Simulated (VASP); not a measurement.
GaP:

```xyz
2
Lattice="0.0000 2.7254 2.7254 2.7254 0.0000 2.7254 2.7254 2.7254 0.0000" Properties=species:S:1:pos:R:3 pbc="T T T"
Ga    0.0000    0.0000    0.0000
P     1.3627    1.3627    1.3627
```

Base run:

```yaml
Program: VASP 6.6.1
Functional: r2SCAN
Potentials_or_basis: VASP PAW PBE potentials, release 64 (Ga_d, P)
Cutoff: 520 eV
k_mesh: 6 × 6 × 6
Occupations: gaussian, width 0.01 eV
Spin: no spin polarisation
```

Its results: band gap on the k mesh 1.91 eV, indirect (least direct gap 2.34 eV); pressure 0.0 GPa.

Problem. The run is repeated on the same cell with these changes: functional from r2SCAN to PBE. What comes out?

Solution. Band gap on the k mesh 1.65 eV, indirect (least direct gap 1.82 eV); pressure 2.4 GPa.

r2SCAN gives the wider gap, since meta-GGAs in the generalised Kohn-Sham scheme recover part of the derivative discontinuity.

Caveats: the PAW data sets were made with another functional, which shifts forces and pressure a little (some runs).

A k mesh can miss the band edges.
